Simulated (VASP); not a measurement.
# Al4Ni3Pd (P4/mmm) in VASP: single point with PBE

Aim: the single point of Al4Ni3Pd with PBE.

Program: VASP 6.6.1. These are calculated values, not measurements. Logs are shortened: lines on timing, memory, paths and dates and some standing lists are left out, and cuts for length are marked.

**1. The cell of the first run**

The structure is tetragonal, space group P4/mmm (No. 123). The conventional cell has a = 2.926 Å, b = 2.926 Å, c = 11.897 Å, α = 90.00°, β = 90.00°, γ = 90.00°. Within 3.3 Å of Al (site symmetry 4mm) lie 8 Ni at 2.51 Å and 6 Al at 2.85 to 2.93 Å. Al (site symmetry 4mm) has 4 Ni at 2.51 Å and 4 Pd at 2.66 Å and 5 Al at 2.85 to 2.93 Å within 3.3 Å. Ni (site symmetry 4/mmm) has 8 Al at 2.51 Å and 6 Ni at 2.85 to 2.93 Å within 3.3 Å. Ni (site symmetry 4mm) has 8 Al at 2.51 Å and 5 Ni at 2.85 to 2.93 Å and 1 Pd at 3.10 Å within 3.3 Å. Pd (site symmetry 4/mmm) has 8 Al at 2.66 Å and 4 Pd at 2.93 Å and 2 Ni at 3.10 Å within 3.5 Å.

**2. Single point, PBE**

File INCAR:

```
SYSTEM = Al4Ni3Pd
  PREC = Accurate
  ENCUT = 520
  EDIFF = 1E-7
  ISMEAR = 0
  SIGMA = 0.1
  LREAL = .FALSE.
  LASPH = .TRUE.
  NELM = 100
  ALGO = Fast
  ISIF = 2
  LWAVE = .FALSE.
  LCHARG = .FALSE.
  GGA = PE
  NBANDS = 36
```

File KPOINTS:

```
Automatic mesh
0
G
  12 12 4
  0 0 0
```

File POSCAR:

```
Al4Ni3Pd
1.0
    2.9256605065      0.0000000000      0.0000000000
    0.0000000000      2.9256605065      0.0000000000
    0.0000000000      0.0000000000     11.8974553891
Al Ni Pd
4 3 1
Direct
    0.0000000000      0.0000000000      0.8799036177
    0.0000000000      0.0000000000      0.1200963823
    0.0000000000      0.0000000000      0.3597681823
    0.0000000000      0.0000000000      0.6402318177
    0.5000000000      0.5000000000      0.0000000000
    0.5000000000      0.5000000000      0.2397429206
    0.5000000000      0.5000000000      0.7602570794
    0.5000000000      0.5000000000      0.5000000000
```

Potentials or basis: VASP PAW PBE potentials, release 64 (Al, Ni, Pd).

Launch:

```sh
$ cat potpaw_PBE.64/Al/POTCAR potpaw_PBE.64/Ni/POTCAR potpaw_PBE.64/Pd/POTCAR > POTCAR
$ mpirun -np 1 vasp_std > vasp.out
```

OUTCAR:

```text
SYSTEM = Al4Ni3Pd
   PREC = Accurate
   ENCUT = 520
   EDIFF = 1E-7
   ISMEAR = 0
   LREAL = .FALSE.
   LASPH = .TRUE.
   NELM = 100
   ISIF = 2
   GGA = PE

 ion  position               nearest neighbor table
   1  0.000  0.000  0.880-   7 2.51   7 2.51   7 2.51   7 2.51   5 2.51   5 2.51   5 2.51   5 2.51
                             4 2.85   2 2.86
   2  0.000  0.000  0.120-   6 2.51   6 2.51   6 2.51   6 2.51   5 2.51   5 2.51   5 2.51   5 2.51
                             3 2.85   1 2.86
   3  0.000  0.000  0.360-   6 2.51   6 2.51   6 2.51   6 2.51   8 2.66   8 2.66   8 2.66   8 2.66
                             2 2.85   4 3.34
   4  0.000  0.000  0.640-   7 2.51   7 2.51   7 2.51   7 2.51   8 2.66   8 2.66   8 2.66   8 2.66
                             1 2.85   3 3.34
   5  0.500  0.500  0.000-   1 2.51   2 2.51   1 2.51   2 2.51   1 2.51   2 2.51   1 2.51   2 2.51
                             6 2.85   7 2.85
   6  0.500  0.500  0.240-   2 2.51   2 2.51   2 2.51   2 2.51   3 2.51   3 2.51   3 2.51   3 2.51
                             5 2.85   8 3.10
   7  0.500  0.500  0.760-   1 2.51   1 2.51   1 2.51   1 2.51   4 2.51   4 2.51   4 2.51   4 2.51
                             5 2.85   8 3.10
   8  0.500  0.500  0.500-   3 2.66   4 2.66   3 2.66   4 2.66   3 2.66   4 2.66   3 2.66   4 2.66
                             6 3.10   7 3.10

  LATTYP: Found a simple tetragonal cell.
 ALAT       =     2.9256605065
 C/A-ratio  =     4.0665878227

  Lattice vectors:

 A1 = (   2.9256605065,   0.0000000000,   0.0000000000)
 A2 = (   0.0000000000,   2.9256605065,   0.0000000000)
 A3 = (   0.0000000000,   0.0000000000,  11.8974553891)

Analysis of symmetry for initial positions (statically):
=====================================================================
 Subroutine PRICEL returns:
 Original cell was already a primitive cell.

 Routine SETGRP: Setting up the symmetry group for a
 simple tetragonal supercell.

 Subroutine GETGRP returns: Found 16 space group operations
 (whereof 16 operations were pure point group operations)
 out of a pool of 16 trial point group operations.

The static configuration has the point symmetry D_4h.

Analysis of symmetry for dynamics (positions and initial velocities):
=====================================================================
 Subroutine PRICEL returns:
 Original cell was already a primitive cell.

 Routine SETGRP: Setting up the symmetry group for a
 simple tetragonal supercell.

 Subroutine GETGRP returns: Found 16 space group operations
 (whereof 16 operations were pure point group operations)
 out of a pool of 16 trial point group operations.

The dynamic configuration has the point symmetry D_4h.

 Subroutine INISYM returns: Found 16 space group operations
 (whereof 16 operations are pure point group operations),
 and found     1 'primitive' translations

----------------------------------------------------------------------------------------

                                     Primitive cell

  volume of cell :     101.8361

  direct lattice vectors                    reciprocal lattice vectors
     2.925660506  0.000000000  0.000000000     0.341803158  0.000000000  0.000000000
     0.000000000  2.925660506  0.000000000     0.000000000  0.341803158  0.000000000
     0.000000000  0.000000000 11.897455389     0.000000000  0.000000000  0.084051586

  length of vectors
     2.925660506  2.925660506 11.897455389     0.341803158  0.341803158  0.084051586

  position of ions in fractional coordinates (direct lattice)
     0.000000000  0.000000000  0.879903618
     0.000000000  0.000000000  0.120096382
     0.000000000  0.000000000  0.359768182
     0.000000000  0.000000000  0.640231818
     0.500000000  0.500000000  0.000000000
     0.500000000  0.500000000  0.239742921
     0.500000000  0.500000000  0.760257079
     0.500000000  0.500000000  0.500000000

  ion indices of the primitive-cell ions
   primitive index   ion index
                 1           1
                 2           2
                 3           3
                 4           4
                 5           5
                 6           6
                 7           7
                 8           8

----------------------------------------------------------------------------------------

 KPOINTS: Automatic mesh

Automatic generation of k-mesh.
 Grid dimensions read from file:
 generate k-points for:   12   12    4

 Generating k-lattice:

  Cartesian coordinates                     Fractional coordinates (reciprocal lattice)
     0.028483596  0.000000000  0.000000000     0.083333333  0.000000000  0.000000000
     0.000000000  0.028483596  0.000000000     0.000000000  0.083333333  0.000000000
     0.000000000  0.000000000  0.021012897     0.000000000  0.000000000  0.250000000

  Length of vectors
     0.028483596  0.028483596  0.021012897

  Shift w.r.t. Gamma in fractional coordinates (k-lattice)
     0.000000000  0.000000000  0.000000000

 Subroutine IBZKPT returns following result:
 ===========================================

 Found     84 irreducible k-points:

 Following reciprocal coordinates:
            Coordinates               Weight
  0.000000  0.000000  0.000000      1.000000
  0.083333  0.000000  0.000000      4.000000
  0.166667  0.000000  0.000000      4.000000
  0.250000  0.000000  0.000000      4.000000
  0.333333  0.000000  0.000000      4.000000
  0.416667  0.000000  0.000000      4.000000
[... 16 lines left out ...]
  0.333333  0.333333  0.000000      4.000000
  0.416667  0.333333  0.000000      8.000000
 [... further k-points ...]
   k-points           NKPTS =     84   k-points in BZ     NKDIM =     84   number of bands    NBANDS=     36
   number of dos      NEDOS =    301   number of ions     NIONS =      8
   total plane-waves  NPLWV =  51840
   dimension x,y,z NGX =    24 NGY =   24 NGZ =   90
   dimension x,y,z NGXF=    48 NGYF=   48 NGZF=  180
   ions per type =               4   3   1
   NGX,Y,Z   is equivalent  to a cutoff of  13.64, 13.64, 12.58 a.u.
   NGXF,Y,Z  is equivalent  to a cutoff of  27.28, 27.28, 25.15 a.u.
 SYSTEM =  Al4Ni3Pd
   PREC   = accura    normal or accurate (medium, high low for compatibility)
   ISTART =      0    job   : 0-new  1-cont  2-samecut
   ICHARG =      2    charge: 1-file 2-atom 10-const
   ISPIN  =      1    spin polarized calculation?
   LNONCOLLINEAR =      F non collinear calculations
   LSORBIT =      F    spin-orbit coupling
   LASPH  =      T    aspherical Exc in radial PAW
   ENCUT  =  520.0 eV  38.22 Ry    6.18 a.u.   5.44  5.44 22.12*2*pi/ulx,y,z
   NELM   =    100;   NELMIN=  2; NELMDL= -5     # of ELM steps
   EDIFF  = 0.1E-06   stopping-criterion for ELM
   LREAL  =      F    real-space projection
   EDIFFG = 0.1E-05   stopping-criterion for IOM
   NSW    =      0    number of steps for IOM
   IBRION =     -1    ionic relax: 0-MD 1-quasi-New 2-CG
   NFREE  =      0    steps in history (QN), initial steepest desc. (CG)
   ISIF   =      2    stress and relaxation
   ISYM   =      2    0-nonsym 1-usesym 2-fastsym
   POTIM  = 0.5000    time-step for ionic-motion
   TEBEG  =    0.0;   TEEND  =   0.0 temperature during run
   PSTRESS=    0.0 pullay stress
   NELECT =      52.0000    total number of electrons
   NUPDOWN=      -1.0000    fix difference up-down
   EMIN   =  10.00;   EMAX   =-10.00  energy-range for DOS
   EFERMI =   0.00;   METHOD = LEGACY
   ISMEAR =     0;   SIGMA  =   0.10  broadening in eV -4-tet -1-fermi 0-gaus
   EFERMI_NEDOS =   21; number of points for ismear=-14 and -15
   IALGO  =     68    algorithm
   IMIX   =      4    mixing-type and parameters
     AMIX     =   0.40;   BMIX     =  1.00
     AMIX_MAG =   1.60;   BMIX_MAG =  1.00
  volume/ion in A,a.u.               =      12.73        85.90
  Fermi-wavevector in a.u.,A,eV,Ry     =   1.308505  2.472715 23.295686  1.712185
  Thomas-Fermi vector in A             =   2.439167
   LORBIT       =      0    0 simple, 1 ext, 2 COOP (PROOUT), +10 PAW based schemes
   GGA     = PE    functional components
   LHFCALC =     F    Hartree Fock is set to
   AEXX    =    0.0000 exact exchange contribution
   IVDW    =     0    specifies the selected vdW correction
   LEPSILON=     F    determine dielectric tensor
   LRPA    =     F    only Hartree local field effects (RPA)
 non-spin polarized calculation
 RMM-DIIS sequential band-by-band and
 Gauss-broadening in eV      SIGMA  =   0.10
  energy-cutoff  :      520.00
  volume of cell :      101.84
 maximum number of plane-waves:      2788
 NGX is ok and might be reduce to    24
   NGX = 11   NGY = 11   NGZ = 45

 number of electron      51.9999989 magnetization

 Free energy of the ion-electron system (eV)
  ---------------------------------------------------
  ext. energy  EPLUGINS =         0.00000000
  ---------------------------------------------------
  free energy    TOTEN  =       -42.25576930 eV

  energy without entropy =      -42.23883032  energy(sigma->0) =      -42.24729981

 E-fermi :   9.9673     XC(G=0): -11.9755

 val. band max:        9.9646698550   @ k =   0.3333   0.3333   0.2500
 cond. band min:       9.9698896957   @ k =   0.5000   0.4167   0.2500
 fundamental gap:      0.0052198407
 Fermi energy:         9.9673143893

 k-point     1 :       0.0000    0.0000    0.0000
  band No.  band energies     occupation
      1      -0.9341      2.00000
      2       0.0504      2.00000
      3       0.3213      2.00000
      4       3.0700      2.00000
      5       3.1847      2.00000
      6       4.9631      2.00000
[... 28 lines left out ...]
     35      17.4532      0.00000
     36      18.1134      0.00000

 k-point     2 :       0.0833    0.0000    0.0000
  band No.  band energies     occupation
      1      -0.8093      2.00000
      2       0.1665      2.00000
      3       0.4448      2.00000
      4       3.1295      2.00000
      5       3.3132      2.00000
      6       5.0183      2.00000
[... 28 lines left out ...]
     35      17.2031      0.00000
     36      18.0200      0.00000

 k-point     3 :       0.1667    0.0000    0.0000
  band No.  band energies     occupation
      1      -0.4377      2.00000
      2       0.5105      2.00000
      3       0.8097      2.00000
      4       3.2945      2.00000
      5       3.6849      2.00000
      6       5.1599      2.00000
[... 28 lines left out ...]
     35      17.0682      0.00000
     36      17.5412      0.00000

 k-point     4 :       0.2500    0.0000    0.0000
  band No.  band energies     occupation
      1       0.1717      2.00000
      2       1.0679      2.00000
      3       1.3990      2.00000
      4       3.5222      2.00000
      5       4.2459      2.00000
      6       5.3434      2.00000
[... 28 lines left out ...]
     35      17.7531      0.00000
     36      17.9195      0.00000

 k-point     5 :       0.3333    0.0000    0.0000
  band No.  band energies     occupation
      1       1.0029      2.00000
      2       1.8045      2.00000
      3       2.1826      2.00000
      4       3.7462      2.00000
      5       4.8197      2.00000
      6       5.3590      2.00000
[... 655 lines left out ...]
 k-point    22 :       0.5000    0.2500    0.0000
  band No.  band energies     occupation
      1       3.6326      2.00000
      2       3.7165      2.00000
      3       4.1780      2.00000
      4       4.3220      2.00000
      5       4.8158      2.00000
      6       4.9228      2.00000
[... 28 lines left out ...]
     35      15.1716      0.00000
     36      15.2489      0.00000

 k-point    23 :       0.3333    0.3333    0.0000
  band No.  band energies     occupation
      1       2.6973      2.00000
      2       3.2741      2.00000
      3       3.5516      2.00000
      4       4.6150      2.00000
      5       5.0047      2.00000
      6       5.1548      2.00000
[... 28 lines left out ...]
     35      14.4952      0.00000
     36      14.7251      0.00000

 k-point    24 :       0.4167    0.3333    0.0000
  band No.  band energies     occupation
      1       3.4077      2.00000
      2       3.8518      2.00000
      3       3.9990      2.00000
      4       4.8509      2.00000
      5       5.0316      2.00000
      6       5.1218      2.00000
[... 28 lines left out ...]
     35      14.5547      0.00000
     36      15.1610      0.00000

 [... further k-points ...]
[... 5 lines left out ...]
  --------------------------------------------------------------------------------------
  -------------------------------------------------------------------------------------
  Total        0.0082382      0.0082382     -0.0048192      0.0000000      0.0000000      0.0000000
  in kB        0.1296101      0.1296101     -0.0758192      0.0000000      0.0000000      0.0000000
  external PRESSURE =       0.0611336 kB  Pullay stress =       0.0000000 kB

 VOLUME and BASIS-vectors are now :
 -----------------------------------------------------------------------------
  energy-cutoff  :      520.00
  volume of cell :      101.84
      direct lattice vectors                 reciprocal lattice vectors
     2.925660506  0.000000000  0.000000000     0.341803158  0.000000000  0.000000000
     0.000000000  2.925660506  0.000000000     0.000000000  0.341803158  0.000000000
     0.000000000  0.000000000 11.897455389     0.000000000  0.000000000  0.084051586

 POSITION                                       TOTAL-FORCE (eV/Angst)
 -----------------------------------------------------------------------------------
      0.00000      0.00000     10.46861         0.000000     -0.000000     -0.005164
      0.00000      0.00000      1.42884        -0.000000      0.000000      0.005164
      0.00000      0.00000      4.28033        -0.000000      0.000000     -0.002601
      0.00000      0.00000      7.61713         0.000000      0.000000      0.002601
      1.46283      1.46283      0.00000         0.000000     -0.000000      0.000000
      1.46283      1.46283      2.85233         0.000000     -0.000000      0.003741
      1.46283      1.46283      9.04512         0.000000     -0.000000     -0.003741
      1.46283      1.46283      5.94873         0.000000     -0.000000      0.000000
 -----------------------------------------------------------------------------------
    total drift:                                0.000000     -0.000000     -0.000000

  FREE ENERGIE OF THE ION-ELECTRON SYSTEM (eV)
  ---------------------------------------------------
  free  energy   TOTEN  =       -42.2557692992 eV

  energy  without entropy=      -42.2388303154  energy(sigma->0) =      -42.24729981
```

Run time: 5.6 min. Hardware: 1 thread of Intel Xeon Platinum 8259CL at 2.50GHz (Skylake/Cascade Lake), shared host; peak memory 0.42 GiB.

What came out:

```
Free energy            : -42.2558 eV
Pressure               : 0.0 GPa
Largest force          : 0.005 eV/Å
Band gap on the k mesh : zero (band 26 reaches 11.28 eV, above the bottom of band 27 at 9.25 eV)
```

Forces on the atoms (eV/Å):
```
Al   0.000  0.000 -0.005
Al   0.000  0.000  0.005
Al   0.000  0.000 -0.003
Al   0.000  0.000  0.003
Ni   0.000  0.000  0.000
Ni   0.000  0.000  0.004
Ni   0.000  0.000 -0.004
Pd   0.000  0.000  0.000
```

Spin polarisation is off, so any magnetic state and its effect on volume and gap are missing.
